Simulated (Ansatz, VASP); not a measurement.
**KI2: VASP beside Ansatz**

```xyz
6
Lattice="8.1109 0.0000 0.0000 0.0000 8.1109 0.0000 0.0000 0.0000 5.4208" Properties=species:S:1:pos:R:3 pbc="T T T"
K     0.0000    0.0000    0.0000
K     4.0555    4.0555    2.7104
I     2.4508    2.4508    0.0000
I     1.6047    6.5062    2.7104
I     5.6602    5.6602    0.0000
I     6.5062    1.6047    2.7104
```

Alike in both runs: functional PBE; k mesh 4 × 4 × 4; occupations gaussian, width 0.1 eV; no spin polarisation.

Ansatz relaxed the structure, and its values are those at the end. VASP's run is a single point on that final structure, the one shown.

|  | VASP | Ansatz |
| --- | --- | --- |
| version | VASP 6.6.1 | Ansatz 0.2.0 |
| potentials or method | VASP PAW PBE potentials, release 64 (K_sv, I), cutoff 520 eV | scalar-relativistic, plane waves, PAW |
| valence electrons in the cell | 46 | 86 |

```tsv
	VASP	Ansatz	Ansatz less VASP
gap on the k mesh at the Fermi level (eV)	none	none	-
pressure (GPa)	0.0	0.0	-0.01
rms of the force components (eV/Å)	0.009	0.009	0.0000
```

A gap of «none» marks a metal or a gap that the smearing closes. VASP's potentials hold 46 valence electrons a cell and Ansatz's 86, so a difference there can come from the potentials and not from the codes.

Neither program's run includes spin-orbit coupling.
